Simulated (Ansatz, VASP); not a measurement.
## One calculation of SnO2, two programs

```
Sn O
1.0
     3.21157    0.00000    0.00000
    -1.60579    2.78130    0.00000
     0.00000    0.00000    9.17920
Sn O
2 4
Cartesian
  0.0000 0.0000 4.5896
  0.0000 0.0000 0.0000
  1.6058 0.9271 3.6888
  1.6058 0.9271 0.9008
  0.0000 1.8542 5.4904
  0.0000 1.8542 8.2784
```

Change from the starting cell: strain -0.1125 x Voigt [0, 0, 1, 0, 0, 0], atoms carried along.

Alike in both runs: task single point; functional PBE; dispersion D3(BJ); k mesh 12 × 12 × 4; occupations gaussian, width 0.05 eV; no spin polarisation.

|  | VASP | Ansatz |
| --- | --- | --- |
| version | VASP 6.6.1 | Ansatz 0.2.0 |
| potentials or method | VASP PAW PBE potentials, release 64 (Sn_d, O), cutoff 520 eV | scalar-relativistic, plane waves, PAW |
| valence electrons in the cell | 52 | 52 |

```tsv
	VASP	Ansatz	Ansatz less VASP
gap on the k mesh at the Fermi level (eV)	1.77	1.79	+0.020
least direct gap on the mesh (eV)	2.37	2.38	+0.009
pressure (GPa)	12.7	12.0	-0.70
traceless stress, the component that is largest in VASP (GPa)	2.51	3.00	+0.493
rms of the force components (eV/Å)	0.702	0.677	-0.0254
```

Atom by atom the forces differ by 0.025 eV/Å (rms over components).
